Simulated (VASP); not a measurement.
# HgTe (Coloradoite) (F-43m) in VASP: a series of runs

Aim: see how the results for HgTe (Coloradoite) move with the level of theory and the settings. Levels: PBE+D3(BJ), BLYP. Tasks: single point.

All numbers are computed with VASP 6.6.1; they aren't measurements. Logs are shortened: lines on timing, memory, paths and dates and some standing lists are left out, and cuts for length are marked.

## Step 1: The cell of the first run

It takes space group F-43m (No. 216, cubic). Conventional cell: a = 6.342 Å, b = 6.342 Å, c = 6.342 Å, α = 90.00°, β = 90.00°, γ = 90.00°. Within 3.6 Å of Hg (site symmetry -43m) lie 4 Te at 2.75 Å. Te (site symmetry -43m) has 4 Hg at 2.75 Å within 3.6 Å.

## Step 2: Single point, PBE+D3(BJ)

The input, INCAR:

```
ALGO = Normal ; EDIFF = 1E-6
ENCUT = 520 ; GGA = PE
ISIF = 2 ; ISMEAR = -1
IVDW = 12 ; LASPH = True
LCHARG = False ; LREAL = False
LWAVE = False ; NBANDS = 16
NELM = 100 ; PREC = Accurate
SIGMA = 0.05
```

The input, KPOINTS:

```
k-points
0
Gamma
  7 7 7
```

The input, POSCAR:

```
HgTe
1.0
    0.0000000000      3.1710554852      3.1710554852
    3.1710554852      0.0000000000      3.1710554852
    3.1710554852      3.1710554852      0.0000000000
Hg Te
1 1
Direct
    0.0000000000      0.0000000000      0.0000000000
    0.7500000000      0.7500000000      0.7500000000
```

Potentials or basis: VASP PAW PBE potentials, release 64 (Hg, Te).

Launch:

```bash
$ cat potpaw_PBE.64/Hg/POTCAR potpaw_PBE.64/Te/POTCAR > POTCAR
$ mpirun -np 1 vasp_std > vasp.out
```

OUTCAR:

```text
EDIFF = 1E-6
   ENCUT = 520
   GGA = PE
   ISIF = 2
   ISMEAR = -1
   IVDW = 12
   LASPH = True
   LREAL = False
   NELM = 100
   PREC = Accurate
 IVDW          = 12

 ion  position               nearest neighbor table
   1  0.000  0.000  0.000-   2 2.75   2 2.75   2 2.75   2 2.75
   2  0.750  0.750  0.750-   1 2.75   1 2.75   1 2.75   1 2.75

  LATTYP: Found a face centered cubic cell.
 ALAT       =     6.3421109704

  Lattice vectors:

 A1 = (   0.0000000000,   3.1710554852,   3.1710554852)
 A2 = (   3.1710554852,   0.0000000000,   3.1710554852)
 A3 = (   3.1710554852,   3.1710554852,   0.0000000000)

Analysis of symmetry for initial positions (statically):
=====================================================================
 Subroutine PRICEL returns:
 Original cell was already a primitive cell.

 Routine SETGRP: Setting up the symmetry group for a
 face centered cubic supercell.

 Subroutine GETGRP returns: Found 24 space group operations
 (whereof 24 operations were pure point group operations)
 out of a pool of 48 trial point group operations.

The static configuration has the point symmetry T_d .

Analysis of symmetry for dynamics (positions and initial velocities):
=====================================================================
 Subroutine PRICEL returns:
 Original cell was already a primitive cell.

 Routine SETGRP: Setting up the symmetry group for a
 face centered cubic supercell.

 Subroutine GETGRP returns: Found 24 space group operations
 (whereof 24 operations were pure point group operations)
 out of a pool of 48 trial point group operations.

The dynamic configuration has the point symmetry T_d .

 Subroutine INISYM returns: Found 24 space group operations
 (whereof 24 operations are pure point group operations),
 and found     1 'primitive' translations

----------------------------------------------------------------------------------------

                                     Primitive cell

  volume of cell :      63.7737

  direct lattice vectors                    reciprocal lattice vectors
     0.000000000  3.171055485  3.171055485    -0.157676207  0.157676207  0.157676207
     3.171055485  0.000000000  3.171055485     0.157676207 -0.157676207  0.157676207
     3.171055485  3.171055485  0.000000000     0.157676207  0.157676207 -0.157676207

  length of vectors
     4.484549674  4.484549674  4.484549674     0.273103201  0.273103201  0.273103201

  position of ions in fractional coordinates (direct lattice)
     0.000000000  0.000000000  0.000000000
     0.750000000  0.750000000  0.750000000

  ion indices of the primitive-cell ions
   primitive index   ion index
                 1           1
                 2           2

----------------------------------------------------------------------------------------

 KPOINTS: k-points

Automatic generation of k-mesh.
 Grid dimensions read from file:
 generate k-points for:    7    7    7

 Generating k-lattice:

  Cartesian coordinates                     Fractional coordinates (reciprocal lattice)
    -0.022525172  0.022525172  0.022525172     0.142857143  0.000000000  0.000000000
     0.022525172 -0.022525172  0.022525172     0.000000000  0.142857143  0.000000000
     0.022525172  0.022525172 -0.022525172     0.000000000  0.000000000  0.142857143

  Length of vectors
     0.039014743  0.039014743  0.039014743

  Shift w.r.t. Gamma in fractional coordinates (k-lattice)
     0.000000000  0.000000000  0.000000000

 Subroutine IBZKPT returns following result:
 ===========================================

 Found     20 irreducible k-points:

 Following reciprocal coordinates:
            Coordinates               Weight
  0.000000  0.000000  0.000000      1.000000
  0.142857  0.000000  0.000000      8.000000
  0.285714  0.000000  0.000000      8.000000
  0.428571  0.000000  0.000000      8.000000
  0.142857  0.142857  0.000000      6.000000
  0.285714  0.142857  0.000000     24.000000
[... 12 lines left out ...]
 -0.428571  0.428571  0.142857     24.000000
 -0.285714  0.428571  0.142857     24.000000
   k-points           NKPTS =     20   k-points in BZ     NKDIM =     20   number of bands    NBANDS=     16
   number of dos      NEDOS =    301   number of ions     NIONS =      2
   total plane-waves  NPLWV =  46656
   dimension x,y,z NGX =    36 NGY =   36 NGZ =   36
   dimension x,y,z NGXF=    72 NGYF=   72 NGZF=   72
   ions per type =               1   1
   NGX,Y,Z   is equivalent  to a cutoff of  13.35, 13.35, 13.35 a.u.
   NGXF,Y,Z  is equivalent  to a cutoff of  26.69, 26.69, 26.69 a.u.
 SYSTEM =  unknown system
   PREC   = accura    normal or accurate (medium, high low for compatibility)
   ISTART =      0    job   : 0-new  1-cont  2-samecut
   ICHARG =      2    charge: 1-file 2-atom 10-const
   ISPIN  =      1    spin polarized calculation?
   LNONCOLLINEAR =      F non collinear calculations
   LSORBIT =      F    spin-orbit coupling
   LASPH  =      T    aspherical Exc in radial PAW
   ENCUT  =  520.0 eV  38.22 Ry    6.18 a.u.   8.34  8.34  8.34*2*pi/ulx,y,z
   NELM   =    100;   NELMIN=  2; NELMDL= -5     # of ELM steps
   EDIFF  = 0.1E-05   stopping-criterion for ELM
   LREAL  =      F    real-space projection
   EDIFFG = 0.1E-04   stopping-criterion for IOM
   NSW    =      0    number of steps for IOM
   IBRION =     -1    ionic relax: 0-MD 1-quasi-New 2-CG
   NFREE  =      0    steps in history (QN), initial steepest desc. (CG)
   ISIF   =      2    stress and relaxation
   ISYM   =      2    0-nonsym 1-usesym 2-fastsym
   POTIM  = 0.5000    time-step for ionic-motion
   TEBEG  =    0.0;   TEEND  =   0.0 temperature during run
   PSTRESS=    0.0 pullay stress
   NELECT =      18.0000    total number of electrons
   NUPDOWN=      -1.0000    fix difference up-down
   EMIN   =  10.00;   EMAX   =-10.00  energy-range for DOS
   EFERMI =   0.00;   METHOD = LEGACY
   ISMEAR =    -1;   SIGMA  =   0.05  broadening in eV -4-tet -1-fermi 0-gaus
   EFERMI_NEDOS =   21; number of points for ismear=-14 and -15
   IALGO  =     38    algorithm
   IMIX   =      4    mixing-type and parameters
     AMIX     =   0.40;   BMIX     =  1.00
     AMIX_MAG =   1.60;   BMIX_MAG =  1.00
  volume/ion in A,a.u.               =      31.89       215.18
  Fermi-wavevector in a.u.,A,eV,Ry     =   1.073870  2.029321 15.690203  1.153197
  Thomas-Fermi vector in A             =   2.209682
   LORBIT       =      0    0 simple, 1 ext, 2 COOP (PROOUT), +10 PAW based schemes
   GGA     = PE    functional components
   LHFCALC =     F    Hartree Fock is set to
   AEXX    =    0.0000 exact exchange contribution
   IVDW    =    12    specifies the selected vdW correction
   LEPSILON=     F    determine dielectric tensor
   LRPA    =     F    only Hartree local field effects (RPA)
 non-spin polarized calculation
  energy-cutoff  :      520.00
  volume of cell :       63.77
 maximum number of plane-waves:      1759
 NGX is ok and might be reduce to    36
   NGX = 17   NGY = 17   NGZ = 17

 number of electron      17.9999998 magnetization

 Free energy of the ion-electron system (eV)
  ---------------------------------------------------
  ext. energy  EPLUGINS =         0.00000000
  ---------------------------------------------------
  free energy    TOTEN  =        -3.45377847 eV

  energy without entropy =       -3.45312998  energy(sigma->0) =       -3.45345423

 E-fermi :   3.7691     XC(G=0):  -9.0064

 val. band max:        3.7306099322   @ k =   0.0000   0.0000   0.0000
 cond. band min:       4.4577877458   @ k =   0.4286   0.0000   0.0000
 fundamental gap:      0.7271778136
 Fermi energy:         3.7690818793

 k-point     1 :       0.0000    0.0000    0.0000
  band No.  band energies     occupation
      1      -8.6909      2.00000
      2      -3.9816      2.00000
      3      -3.9816      2.00000
      4      -3.9816      2.00000
      5      -3.3798      2.00000
      6      -3.3798      2.00000
[... 8 lines left out ...]
     15      13.3614      0.00000
     16      13.3614      0.00000

 k-point     2 :       0.1429    0.0000    0.0000
  band No.  band energies     occupation
      1      -8.5793      2.00000
      2      -3.9506      2.00000
      3      -3.9506      2.00000
      4      -3.9443      2.00000
      5      -3.3830      2.00000
      6      -3.3830      2.00000
[... 8 lines left out ...]
     15      12.3752      0.00000
     16      12.3752      0.00000

 k-point     3 :       0.2857    0.0000    0.0000
  band No.  band energies     occupation
      1      -8.3125      2.00000
      2      -3.8877      2.00000
      3      -3.8877      2.00000
      4      -3.7498      2.00000
      5      -3.3788      2.00000
      6      -3.3788      2.00000
[... 8 lines left out ...]
     15      12.3482      0.00000
     16      12.3482      0.00000

 k-point     4 :       0.4286    0.0000    0.0000
  band No.  band energies     occupation
      1      -8.0811      2.00000
      2      -3.8477      2.00000
      3      -3.8477      2.00000
      4      -3.3599      2.00000
      5      -3.3599      2.00000
      6      -3.2463      2.00000
[... 8 lines left out ...]
     15      13.4411      0.00000
     16      13.4411      0.00000

 k-point     5 :       0.1429    0.1429    0.0000
  band No.  band energies     occupation
      1      -8.5417      2.00000
      2      -3.9725      2.00000
      3      -3.9201      2.00000
      4      -3.9201      2.00000
      5      -3.4023      2.00000
      6      -3.3665      2.00000
[... 8 lines left out ...]
     15      11.8734      0.00000
     16      13.4529      0.00000

 k-point     6 :       0.2857    0.1429    0.0000
  band No.  band energies     occupation
      1      -8.3248      2.00000
      2      -3.9142      2.00000
      3      -3.8506      2.00000
      4      -3.8102      2.00000
      5      -3.4046      2.00000
      6      -3.3553      2.00000
[... 8 lines left out ...]
     15      12.8391      0.00000
     16      13.2219      0.00000

 k-point     7 :       0.4286    0.1429    0.0000
  band No.  band energies     occupation
      1      -8.0765      2.00000
      2      -3.8475      2.00000
      3      -3.8025      2.00000
      4      -3.5194      2.00000
      5      -3.3471      2.00000
      6      -3.2928      2.00000
[... 8 lines left out ...]
     15      13.0801      0.00000
     16      13.9193      0.00000

 k-point     8 :      -0.4286    0.1429    0.0000
  band No.  band energies     occupation
      1      -7.9965      2.00000
      2      -3.8256      2.00000
      3      -3.8022      2.00000
      4      -3.3939      2.00000
      5      -3.3652      2.00000
      6      -3.0324      2.00000
[... 8 lines left out ...]
     15      13.2500      0.00000
     16      13.3686      0.00000

 k-point     9 :      -0.2857    0.1429    0.0000
  band No.  band energies     occupation
      1      -8.1545      2.00000
      2      -3.8465      2.00000
      3      -3.8386      2.00000
      4      -3.5982      2.00000
      5      -3.3981      2.00000
      6      -3.3320      2.00000
[... 8 lines left out ...]
     15      12.4941      0.00000
     16      14.0093      0.00000
[... 96 lines left out ...]
 k-point    15 :       0.4286    0.4286    0.0000
  band No.  band energies     occupation
      1      -7.8664      2.00000
      2      -3.8214      2.00000
      3      -3.6148      2.00000
      4      -3.6148      2.00000
      5      -3.3122      2.00000
      6      -3.0565      2.00000
[... 8 lines left out ...]
     15      13.9780      0.00000
     16      15.8798      0.00000

 k-point    16 :      -0.4286    0.4286    0.0000
  band No.  band energies     occupation
      1      -7.8212      2.00000
      2      -3.7906      2.00000
      3      -3.6138      2.00000
      4      -3.5759      2.00000
      5      -3.3249      2.00000
      6      -2.7888      2.00000
[... 8 lines left out ...]
     15      14.0922      0.00000
     16      15.4807      0.00000

 k-point    17 :       0.4286    0.2857    0.1429
  band No.  band energies     occupation
      1      -8.1141      2.00000
      2      -3.8430      2.00000
      3      -3.7883      2.00000
      4      -3.6618      2.00000
      5      -3.3743      2.00000
      6      -3.3244      2.00000
[... 8 lines left out ...]
     15      14.0772      0.00000
     16      14.2576      0.00000

 k-point    18 :      -0.4286    0.2857    0.1429
  band No.  band energies     occupation
      1      -7.9367      2.00000
      2      -3.7890      2.00000
      3      -3.7510      2.00000
      4      -3.4707      2.00000
      5      -3.3679      2.00000
      6      -3.0561      2.00000
[... 8 lines left out ...]
     15      13.7049      0.00000
     16      14.3702      0.00000

 k-point    19 :      -0.4286    0.4286    0.1429
  band No.  band energies     occupation
      1      -7.8579      2.00000
      2      -3.7704      2.00000
      3      -3.6725      2.00000
      4      -3.5538      2.00000
      5      -3.3440      2.00000
      6      -2.9309      2.00000
[... 8 lines left out ...]
     15      14.5784      0.00000
     16      15.0165      0.00000

 k-point    20 :      -0.2857    0.4286    0.1429
  band No.  band energies     occupation
      1      -7.8381      2.00000
      2      -3.7549      2.00000
      3      -3.6838      2.00000
      4      -3.4602      2.00000
      5      -3.3989      2.00000
      6      -2.7486      2.00000
[... 8 lines left out ...]
     15      13.9142      0.00000
     16      15.7868      0.00000

------------------------ aborting loop because EDIFF is reached ----------------------------------------

 Edisp (eV)   -0.76958

 E8    (eV) :    -0.3506

  FORCE on cell =-STRESS in cart. coord.  units (eV):
  Direction    XX          YY          ZZ          XY          YZ          ZX
  --------------------------------------------------------------------------------------
  -------------------------------------------------------------------------------------
  Total       1.97588     1.97588     1.97588    -0.00000    -0.00000     0.00000
  in kB      49.63980    49.63980    49.63980    -0.00000    -0.00000     0.00000
  external pressure =       49.64 kB  Pullay stress =        0.00 kB

 VOLUME and BASIS-vectors are now :
 -----------------------------------------------------------------------------
  energy-cutoff  :      520.00
  volume of cell :       63.77
      direct lattice vectors                 reciprocal lattice vectors
     0.000000000  3.171055485  3.171055485    -0.157676207  0.157676207  0.157676207
     3.171055485  0.000000000  3.171055485     0.157676207 -0.157676207  0.157676207
     3.171055485  3.171055485  0.000000000     0.157676207  0.157676207 -0.157676207

 POSITION                                       TOTAL-FORCE (eV/Angst)
 -----------------------------------------------------------------------------------
      0.00000      0.00000      0.00000         0.000000      0.000000      0.000000
      4.75658      4.75658      4.75658        -0.000000     -0.000000     -0.000000
 -----------------------------------------------------------------------------------
    total drift:                               -0.000000     -0.000000     -0.000000

  FREE ENERGIE OF THE ION-ELECTRON SYSTEM (eV)
  ---------------------------------------------------
  free  energy   TOTEN  =        -4.2233553814 eV

  energy  without entropy=       -4.2227068878  energy(sigma->0) =       -4.22303113
```

It took 15 s on 1 thread of AMD EPYC 9R45 (Zen 5), shared host; peak memory 0.19 GiB.

Results:

```yaml
Free_energy: -4.2234 eV
Pressure: 5.0 GPa
Band_gap_on_the_k_mesh: zero (filled and empty bands touch)
Dispersion_energy_per_atom: -0.385 eV
```

Caveat: spin-orbit coupling is left out, which moves the levels of the heavy elements; pairwise dispersion overbinds metals, which lowers pressure and volume.

## Step 3: Single point, PBE+D3(BJ)

This run uses another cell than the first one, of 32.55 Å³/atom, 1.021 times its volume.

The input, INCAR:

```
  PREC = Accurate
  ENCUT = 520
  EDIFF = 1E-6
  ISMEAR = -1
  SIGMA = 0.05
  LREAL = F
  LASPH = T
  NELM = 100
  ALGO = Normal
  ISIF = 2
  LWAVE = F
  LCHARG = T
  GGA = PE
  IVDW = 12
  LELF = T
  LVHAR = T
  NBANDS = 16
```

The input, KPOINTS:

```
regular mesh
0
Gamma
  7 7 7
```

The input, POSCAR:

```
HgTe
1.0
    0.0000000000      3.1929255244      3.1929255244
    3.1929255244      0.0000000000      3.1929255244
    3.1929255244      3.1929255244      0.0000000000
Hg Te
1 1
Direct
    0.0000000000      0.0000000000      0.0000000000
    0.7500000000      0.7500000000      0.7500000000
```

Potentials or basis: VASP PAW PBE potentials, release 64 (Hg, Te).

Launch:

```bash
$ cat potpaw_PBE.64/Hg/POTCAR potpaw_PBE.64/Te/POTCAR > POTCAR
$ mpirun -np 1 vasp_std > vasp.out
```

Wall time 16 s (1 thread of AMD EPYC 9R45 (Zen 5), shared host); peak memory 0.19 GiB.

Results (log left out):

```yaml
Free_energy: -4.2596 eV
Pressure: 3.7 GPa
Band_gap_on_the_k_mesh: zero (filled and empty bands touch)
Dispersion_energy_per_atom: -0.376 eV
```

Levels at points of the mesh, in eV from the Fermi level:
| k point | band 5 | band 6 | band 7 | band 8 | band 9 | band 10 | band 11 | band 12 | band 13 | band 14 |
| --- | --- | --- | --- | --- | --- | --- | --- | --- | --- | --- |
| (0.00, 0.00, 0.00) | -7.04 | -7.04 | -0.67 | -0.04 | -0.04 | -0.04 | 4.12 | 4.12 | 4.12 | 6.42 |

Caveat: spin-orbit coupling is left out, which moves the levels of the heavy elements; pairwise dispersion overbinds metals, which lowers pressure and volume.

[end of part 1 of 2]
